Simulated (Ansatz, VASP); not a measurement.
BN in VASP and in Ansatz

INCAR

```
SYSTEM = BN
  PREC = Accurate
  ENCUT = 520
  EDIFF = 1E-6
  ISMEAR = -1
  SIGMA = 0.05
  LREAL = .FALSE.
  LASPH = .TRUE.
  NELM = 60
  ALGO = Normal
  ISIF = 2
  LWAVE = .FALSE.
  LCHARG = .FALSE.
  GGA = PE
  NBANDS = 16
```

File KPOINTS:

```
regular mesh
0
G
  12 12 6
  0 0 0
```

File POSCAR:

```
BN
1.0
    2.1960227124      0.0000000000      0.0000000000
   -1.0980113562      1.9018114562      0.0000000000
    0.0000000000      0.0000000000      3.6587326836
B N
2 2
Direct
    0.3333333333      0.6666666667      0.0023790181
    0.6666666667      0.3333333333      0.5023790181
    0.3333333333      0.6666666667      0.3736209819
    0.6666666667      0.3333333333      0.8736209819
```

Input for Ansatz:

```yaml
crystal:
  lattice:
    - [2.1960227124, 0.0, 0.0]
    - [-1.0980113562, 1.9018114562, 0.0]
    - [0.0, 0.0, 3.6587326836]
  atoms:
    - { symbol: B, position: [0.3333333333, 0.6666666667, 0.0023790181] }
    - { symbol: B, position: [0.6666666667, 0.3333333333, 0.5023790181] }
    - { symbol: "N", position: [0.3333333333, 0.6666666667, 0.3736209819] }
    - { symbol: "N", position: [0.6666666667, 0.3333333333, 0.8736209819] }
kpoints:
  mp_grid: { grid: [12, 12, 6] }
scf:
  occupations: { method: fermi_dirac, width: 0.05 }
hamiltonian:
  xc: pbe
  pseudopotentials: { kind: all_electron, lapw: { basis_error: 0.001 } }
output:
  forces: true
  stress: true
  eigenvalues: true
  populations: true
```

Change from the starting cell: volume scaled by 0.64, LAPW.

Alike in both runs: task single point; functional PBE; k mesh 12 × 12 × 6; occupations fermi-dirac, width 0.05 eV; no spin polarisation.

```csv
,VASP,Ansatz
version,VASP 6.6.1,Ansatz 0.2.0
potentials or method,"VASP PAW PBE potentials, release 64 (B, N), cutoff 520 eV","all-electron LAPW, scalar-relativistic"
```

VASP gave:

- gap on the k mesh at the Fermi level (eV): 3.62
- pressure (GPa): 371.3
- traceless stress, the component that is largest in VASP (GPa): 0.09

Q: Estimate Ansatz's values.

A: gap on the k mesh at the Fermi level (eV): 3.66; pressure (GPa): 369.5; traceless stress, the component that is largest in VASP (GPa): 0.09.

Both programs put the cell under a high pressure, so it lies far from rest at this level. Ansatz ran all-electron here, and VASP with PAW potentials.

Noted on VASP's run: the cell as given lies far from equilibrium.
